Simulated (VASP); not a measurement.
# K (R-3m) in VASP: a series of runs

The runs below take K through single point, with PBE.

Everything below comes from runs of VASP 6.6.1. Logs are shortened: lines on timing, memory, paths and dates and some standing lists are left out, and cuts for length are marked.

## (1) The cell of the first run

It takes space group R-3m (No. 166, trigonal). The conventional cell has a = 10.980 Å, b = 10.980 Å, c = 28.087 Å, α = 90.00°, β = 90.00°, γ = 120.00°. Within 4.9 Å of K (site symmetry m) lie 6 K at 3.73 to 4.03 Å. K (site symmetry m) has 7 K at 3.99 to 4.50 Å within 5.2 Å.

## (2) Single point, PBE

INCAR

```
PREC = Accurate
ENCUT = 500
EDIFF = 1E-6
ISMEAR = 0
SIGMA = 0.1
LREAL = F
LASPH = T
NELM = 120
ALGO = Normal
ISIF = 2
LWAVE = F
LCHARG = T
GGA = PE
LELF = T
LVHAR = T
NBANDS = 66
GGA_COMPAT = F
```

KPOINTS

```
regular mesh
0
Gamma
  3 3 3
```

POSCAR

```
K
1.0
    5.4897924396      3.1695331429      9.3623038951
   -5.4897924396      3.1695331429      9.3623038951
    0.0000000000     -6.3390662855      9.3623038951
K
12
Direct
    0.0101900000      0.6536100000      0.0101900000
    0.0101900000      0.0101900000      0.6536100000
    0.6536100000      0.0101900000      0.0101900000
    0.9898100000      0.3463900000      0.9898100000
    0.3463900000      0.9898100000      0.9898100000
    0.9898100000      0.9898100000      0.3463900000
    0.2211800000      0.6306000000      0.2211800000
    0.2211800000      0.2211800000      0.6306000000
    0.6306000000      0.2211800000      0.2211800000
    0.7788200000      0.3694000000      0.7788200000
    0.3694000000      0.7788200000      0.7788200000
    0.7788200000      0.7788200000      0.3694000000
```

Potentials or basis: VASP PAW PBE potentials, release 64 (K_sv).

Launch:

```console
cat potpaw_PBE.64/K_sv/POTCAR > POTCAR
mpirun -np 1 vasp_std > vasp.out
```

OUTCAR:

```text
PREC = Accurate
   ENCUT = 500
   EDIFF = 1E-6
   ISMEAR = 0
   LREAL = F
   LASPH = T
   NELM = 120
   ISIF = 2
   GGA = PE

 ion  position               nearest neighbor table
   1  0.010  0.654  0.010-   4 3.73
   2  0.010  0.010  0.654-   6 3.73
   3  0.654  0.010  0.010-   5 3.73
   4  0.990  0.346  0.990-   1 3.73
   5  0.346  0.990  0.990-   3 3.73
   6  0.990  0.990  0.346-   2 3.73
   7  0.221  0.631  0.221-
   8  0.221  0.221  0.631-
   9  0.631  0.221  0.221-
  10  0.779  0.369  0.779-
  11  0.369  0.779  0.779-
  12  0.779  0.779  0.369-

  LATTYP: Found a trigonal (rhomboedric) cell.
 ALAT       =    11.3064802480
 COS(alpha) =     0.5284942553

  Lattice vectors:

 A1 = (   5.4897924396,   3.1695331429,   9.3623038951)
 A2 = (  -5.4897924396,   3.1695331429,   9.3623038951)
 A3 = (   0.0000000000,  -6.3390662855,   9.3623038951)

Analysis of symmetry for initial positions (statically):
=====================================================================
 Subroutine PRICEL returns:
 Original cell was already a primitive cell.

 Routine SETGRP: Setting up the symmetry group for a
 trigonal (rhombohedral) supercell.

 Subroutine GETGRP returns: Found 12 space group operations
 (whereof 12 operations were pure point group operations)
 out of a pool of 12 trial point group operations.

The static configuration has the point symmetry D_3d.

Analysis of symmetry for dynamics (positions and initial velocities):
=====================================================================
 Subroutine PRICEL returns:
 Original cell was already a primitive cell.

 Routine SETGRP: Setting up the symmetry group for a
 trigonal (rhombohedral) supercell.

 Subroutine GETGRP returns: Found 12 space group operations
 (whereof 12 operations were pure point group operations)
 out of a pool of 12 trial point group operations.

The dynamic configuration has the point symmetry D_3d.

 Subroutine INISYM returns: Found 12 space group operations
 (whereof 12 operations are pure point group operations),
 and found     1 'primitive' translations

----------------------------------------------------------------------------------------

                                     Primitive cell

  volume of cell :     977.4290

  direct lattice vectors                    reciprocal lattice vectors
     5.489792440  3.169533143  9.362303895     0.091078125  0.052583980  0.035603772
    -5.489792440  3.169533143  9.362303895    -0.091078125  0.052583980  0.035603772
     0.000000000 -6.339066286  9.362303895     0.000000000 -0.105167960  0.035603772

  length of vectors
    11.306480248 11.306480248 11.306480248     0.111031204  0.111031204  0.111031204

  position of ions in fractional coordinates (direct lattice)
     0.010190000  0.653610000  0.010190000
     0.010190000  0.010190000  0.653610000
     0.653610000  0.010190000  0.010190000
     0.989810000  0.346390000  0.989810000
     0.346390000  0.989810000  0.989810000
     0.989810000  0.989810000  0.346390000
     0.221180000  0.630600000  0.221180000
     0.221180000  0.221180000  0.630600000
     0.630600000  0.221180000  0.221180000
     0.778820000  0.369400000  0.778820000
     0.369400000  0.778820000  0.778820000
     0.778820000  0.778820000  0.369400000

  ion indices of the primitive-cell ions
   primitive index   ion index
                 1           1
                 2           2
                 3           3
                 4           4
                 5           5
                 6           6
                 7           7
                 8           8
                 9           9
                10          10
                11          11
                12          12

----------------------------------------------------------------------------------------

 KPOINTS: regular mesh

Automatic generation of k-mesh.
 Grid dimensions read from file:
 generate k-points for:    3    3    3

 Generating k-lattice:

  Cartesian coordinates                     Fractional coordinates (reciprocal lattice)
     0.030359375  0.017527993  0.011867924     0.333333333  0.000000000  0.000000000
    -0.030359375  0.017527993  0.011867924     0.000000000  0.333333333  0.000000000
     0.000000000 -0.035055987  0.011867924     0.000000000  0.000000000  0.333333333

  Length of vectors
     0.037010401  0.037010401  0.037010401

  Shift w.r.t. Gamma in fractional coordinates (k-lattice)
     0.000000000  0.000000000  0.000000000

 Subroutine IBZKPT returns following result:
 ===========================================

 Found      6 irreducible k-points:

 Following reciprocal coordinates:
            Coordinates               Weight
  0.000000  0.000000  0.000000      1.000000
  0.333333  0.000000  0.000000      6.000000
  0.333333  0.333333  0.000000      6.000000
 -0.333333  0.333333  0.000000      6.000000
  0.333333  0.333333  0.333333      2.000000
 -0.333333  0.333333  0.333333      6.000000
   k-points           NKPTS =      6   k-points in BZ     NKDIM =      6   number of bands    NBANDS=     66
   number of dos      NEDOS =    301   number of ions     NIONS =     12
   total plane-waves  NPLWV = 592704
   dimension x,y,z NGX =    84 NGY =   84 NGZ =   84
   dimension x,y,z NGXF=   168 NGYF=  168 NGZF=  168
   ions per type =              12
   NGX,Y,Z   is equivalent  to a cutoff of  12.35, 12.35, 12.35 a.u.
   NGXF,Y,Z  is equivalent  to a cutoff of  24.70, 24.70, 24.70 a.u.
 SYSTEM =  unknown system
   PREC   = accura    normal or accurate (medium, high low for compatibility)
   ISTART =      0    job   : 0-new  1-cont  2-samecut
   ICHARG =      2    charge: 1-file 2-atom 10-const
   ISPIN  =      1    spin polarized calculation?
   LNONCOLLINEAR =      F non collinear calculations
   LSORBIT =      F    spin-orbit coupling
   LASPH  =      T    aspherical Exc in radial PAW
   ENCUT  =  500.0 eV  36.75 Ry    6.06 a.u.  20.61 20.61 20.61*2*pi/ulx,y,z
   NELM   =    120;   NELMIN=  2; NELMDL= -5     # of ELM steps
   EDIFF  = 0.1E-05   stopping-criterion for ELM
   LREAL  =      F    real-space projection
   EDIFFG = 0.1E-04   stopping-criterion for IOM
   NSW    =      0    number of steps for IOM
   IBRION =     -1    ionic relax: 0-MD 1-quasi-New 2-CG
   NFREE  =      0    steps in history (QN), initial steepest desc. (CG)
   ISIF   =      2    stress and relaxation
   ISYM   =      2    0-nonsym 1-usesym 2-fastsym
   POTIM  = 0.5000    time-step for ionic-motion
   TEBEG  =    0.0;   TEEND  =   0.0 temperature during run
   PSTRESS=    0.0 pullay stress
   NELECT =     108.0000    total number of electrons
   NUPDOWN=      -1.0000    fix difference up-down
   EMIN   =  10.00;   EMAX   =-10.00  energy-range for DOS
   EFERMI =   0.00;   METHOD = LEGACY
   ISMEAR =     0;   SIGMA  =   0.10  broadening in eV -4-tet -1-fermi 0-gaus
   EFERMI_NEDOS =   21; number of points for ismear=-14 and -15
   IALGO  =     38    algorithm
   IMIX   =      4    mixing-type and parameters
     AMIX     =   0.40;   BMIX     =  1.00
     AMIX_MAG =   1.60;   BMIX_MAG =  1.00
  volume/ion in A,a.u.               =      81.45       549.67
  Fermi-wavevector in a.u.,A,eV,Ry     =   0.785575  1.484522  8.396538  0.617128
  Thomas-Fermi vector in A             =   1.889939
   LORBIT       =      0    0 simple, 1 ext, 2 COOP (PROOUT), +10 PAW based schemes
   GGA     = PE    functional components
   LHFCALC =     F    Hartree Fock is set to
   AEXX    =    0.0000 exact exchange contribution
   IVDW    =     0    specifies the selected vdW correction
   LEPSILON=     F    determine dielectric tensor
   LRPA    =     F    only Hartree local field effects (RPA)
 non-spin polarized calculation
 Gauss-broadening in eV      SIGMA  =   0.10
  energy-cutoff  :      500.00
  volume of cell :      977.43
 maximum number of plane-waves:     24835
 NGX is ok and might be reduce to    84
   NGX = 41   NGY = 41   NGZ = 41

 number of electron     107.9999998 magnetization

 Free energy of the ion-electron system (eV)
  ---------------------------------------------------
  ext. energy  EPLUGINS =         0.00000000
  ---------------------------------------------------
  free energy    TOTEN  =        -9.19296956 eV

  energy without entropy =       -9.17408824  energy(sigma->0) =       -9.18352890

 E-fermi :  -0.1699     XC(G=0):  -5.2757

 val. band max:       -0.2937904701   @ k =   0.3333   0.3333   0.3333
 cond. band min:      -0.1568198144   @ k =   0.3333   0.3333   0.3333
 fundamental gap:      0.1369706557
 Fermi energy:        -0.1699016129

 k-point     1 :       0.0000    0.0000    0.0000
  band No.  band energies     occupation
      1     -32.8100      2.00000
      2     -32.7991      2.00000
      3     -32.7991      2.00000
      4     -32.7974      2.00000
      5     -32.7871      2.00000
      6     -32.7871      2.00000
[... 58 lines left out ...]
     65       1.5806      0.00000
     66       1.6167      0.00000

 k-point     2 :       0.3333    0.0000    0.0000
  band No.  band energies     occupation
      1     -32.8087      2.00000
      2     -32.8036      2.00000
      3     -32.7991      2.00000
      4     -32.7930      2.00000
      5     -32.7882      2.00000
      6     -32.7871      2.00000
[... 58 lines left out ...]
     65       1.0670      0.00000
     66       1.3135      0.00000

 k-point     3 :       0.3333    0.3333    0.0000
  band No.  band energies     occupation
      1     -32.8085      2.00000
      2     -32.8037      2.00000
      3     -32.7993      2.00000
      4     -32.7930      2.00000
      5     -32.7883      2.00000
      6     -32.7869      2.00000
[... 58 lines left out ...]
     65       1.0777      0.00000
     66       1.0795      0.00000

 k-point     4 :      -0.3333    0.3333    0.0000
  band No.  band energies     occupation
      1     -32.8066      2.00000
      2     -32.8063      2.00000
      3     -32.7992      2.00000
      4     -32.7903      2.00000
      5     -32.7903      2.00000
      6     -32.7870      2.00000
[... 58 lines left out ...]
     65       1.3242      0.00000
     66       1.3858      0.00000

 k-point     5 :       0.3333    0.3333    0.3333
  band No.  band energies     occupation
      1     -32.8097      2.00000
      2     -32.7993      2.00000
      3     -32.7993      2.00000
      4     -32.7977      2.00000
      5     -32.7869      2.00000
      6     -32.7869      2.00000
[... 58 lines left out ...]
     65       1.0151      0.00000
     66       1.2565      0.00000

 k-point     6 :      -0.3333    0.3333    0.3333
  band No.  band energies     occupation
      1     -32.8084      2.00000
      2     -32.8038      2.00000
      3     -32.7993      2.00000
      4     -32.7932      2.00000
      5     -32.7881      2.00000
      6     -32.7869      2.00000
[... 58 lines left out ...]
     65       1.1908      0.00000
     66       1.3338      0.00000

------------------------ aborting loop because EDIFF is reached ----------------------------------------

  FORCE on cell =-STRESS in cart. coord.  units (eV):
  Direction    XX          YY          ZZ          XY          YZ          ZX
  --------------------------------------------------------------------------------------
  -------------------------------------------------------------------------------------
  Total        5.0962494      5.0962494      5.9037858      0.0000000      0.0000000      0.0000000
  in kB        8.3536456      8.3536456      9.6773393      0.0000000      0.0000000      0.0000000
  external PRESSURE =       8.7948768 kB  Pullay stress =       0.0000000 kB

 VOLUME and BASIS-vectors are now :
 -----------------------------------------------------------------------------
  energy-cutoff  :      500.00
  volume of cell :      977.43
      direct lattice vectors                 reciprocal lattice vectors
     5.489792440  3.169533143  9.362303895     0.091078125  0.052583980  0.035603772
    -5.489792440  3.169533143  9.362303895    -0.091078125  0.052583980  0.035603772
     0.000000000 -6.339066286  9.362303895     0.000000000 -0.105167960  0.035603772

 POSITION                                       TOTAL-FORCE (eV/Angst)
 -----------------------------------------------------------------------------------
     -3.53224      2.03934      6.31010         0.214418     -0.123794     -0.094575
      0.00000     -4.07868      6.31010         0.000000      0.247589     -0.094575
      3.53224      2.03934      6.31010        -0.214418     -0.123794     -0.094575
      3.53224     -2.03934     21.77681        -0.214418      0.123794      0.094575
     -3.53224     -2.03934     21.77681         0.214418      0.123794      0.094575
      0.00000      4.07868     21.77681         0.000000     -0.247589      0.094575
     -2.24763      1.29767     10.04538         0.330520     -0.190826      0.082905
      0.00000     -2.59534     10.04538         0.000000      0.381651      0.082905
      2.24763      1.29767     10.04538        -0.330520     -0.190826      0.082905
      2.24763     -1.29767     18.04153        -0.330520      0.190826     -0.082905
     -2.24763     -1.29767     18.04153         0.330520      0.190826     -0.082905
      0.00000      2.59534     18.04153         0.000000     -0.381651     -0.082905
 -----------------------------------------------------------------------------------
    total drift:                                0.000000      0.000000      0.000000

  FREE ENERGIE OF THE ION-ELECTRON SYSTEM (eV)
  ---------------------------------------------------
  free  energy   TOTEN  =        -9.1929695606 eV

  energy  without entropy=       -9.1740882382  energy(sigma->0) =       -9.18352890
```

Wall time 14 min (1 thread of Intel Xeon Platinum 8375C at 2.90GHz (Ice Lake), shared host); peak memory 1.1 GiB.

What came out:

* Free energy: -9.1930 eV
* Pressure: 0.9 GPa
* Largest force: 0.391 eV/Å
* Band gap on the k mesh: zero (bands 54 and 55 overlap by 0.34 eV)

Forces on the atoms (eV/Å):
```
K    0.214 -0.124 -0.095
K    0.000  0.248 -0.095
K   -0.214 -0.124 -0.095
K   -0.214  0.124  0.095
K    0.214  0.124  0.095
K    0.000 -0.248  0.095
K    0.331 -0.191  0.083
K    0.000  0.382  0.083
K   -0.331 -0.191  0.083
K   -0.331  0.191 -0.083
K    0.331  0.191 -0.083
K    0.000 -0.382 -0.083
```

Levels at points of the mesh, in eV from the Fermi level:
| k point | band 50 | band 51 | band 52 | band 53 | band 54 | band 55 | band 56 | band 57 | band 58 | band 59 |
| --- | --- | --- | --- | --- | --- | --- | --- | --- | --- | --- |
| (0.00, 0.00, 0.00) | -0.57 | -0.44 | -0.44 | -0.44 | -0.21 | -0.21 | -0.20 | 0.08 | 0.20 | 0.20 |

## (3) Single point, PBE

This run uses another cell than the first one, of 89.43 Å³/atom.

INCAR

```
  ALGO = Normal
  EDIFF = 1E-6
  ENCUT = 500
  GGA = PE
  GGA_COMPAT = F
  ISIF = 2
  ISMEAR = 0
  KPAR = 4
  LASPH = T
  LCHARG = F
  LREAL = F
  LWAVE = F
  NBANDS = 66
  NELM = 120
  PREC = Accurate
  SIGMA = 0.1
```

KPOINTS

```
k-points
0
Gamma
  6 6 6
```

POSCAR

```
K
1.0
    4.4627631625      2.5765775133     15.5552159176
   -4.4627631625      2.5765775133     15.5552159176
    0.0000000000     -5.1531550263     15.5552159177
K
12
Direct
    0.0475678185      0.5446083546      0.0475678185
    0.0475678185      0.0475678185      0.5446083546
    0.5446083546      0.0475678185      0.0475678185
    0.9524321815      0.4553916454      0.9524321815
    0.4553916454      0.9524321815      0.9524321815
    0.9524321815      0.9524321815      0.4553916454
    0.2086103257      0.7025323711      0.2086103257
    0.2086103257      0.2086103257      0.7025323711
    0.7025323711      0.2086103257      0.2086103257
    0.7913896743      0.2974676289      0.7913896743
    0.2974676289      0.7913896743      0.7913896743
    0.7913896743      0.7913896743      0.2974676289
```

Potentials or basis: VASP PAW PBE potentials, release 64 (K_sv).

Launch:

```console
cat potpaw_PBE.64/K_sv/POTCAR > POTCAR
mpirun -np 4 vasp_std > vasp.out
```

Wall time 46 min (4 MPI ranks of AMD EPYC 7R43 (Zen 3), shared host); peak memory 3.2 GiB.

The run converged. Its results:

```yaml
Free_energy: -11.1065 eV
Pressure: 0.0 GPa
Largest_force: 0.005 eV/Å
Band_gap_on_the_k_mesh: zero (bands 54 and 55 overlap by 0.78 eV)
```

Forces on the atoms (eV/Å):
```
K    0.003 -0.002  0.000
K    0.000  0.003  0.000
K   -0.003 -0.002  0.000
K   -0.003  0.002  0.000
K    0.003  0.002  0.000
K    0.000 -0.003  0.000
K    0.004 -0.002 -0.002
K    0.000  0.004 -0.002
K   -0.004 -0.002 -0.002
K   -0.004  0.002  0.002
K    0.004  0.002  0.002
K    0.000 -0.004  0.002
```

Levels at points of the mesh, in eV from the Fermi level:
| k point | band 51 | band 52 | band 53 | band 54 | band 55 | band 56 | band 57 | band 58 |
| --- | --- | --- | --- | --- | --- | --- | --- | --- |
| (0.00, 0.00, 0.00) | -1.23 | 0.42 | 0.54 | 0.57 | 0.61 | 0.61 | 0.62 | 0.66 |
| (0.50, 0.00, 0.00) | -0.89 | -0.81 | -0.38 | -0.30 | 0.14 | 0.19 | 0.24 | 0.40 |
| (0.50, 0.50, 0.00) | -0.99 | -0.80 | -0.22 | -0.13 | 0.02 | 0.10 | 0.50 | 0.53 |
| (0.50, 0.50, 0.50) | -0.50 | -0.45 | 0.47 | 0.49 | 0.49 | 0.77 | 0.79 | 0.82 |
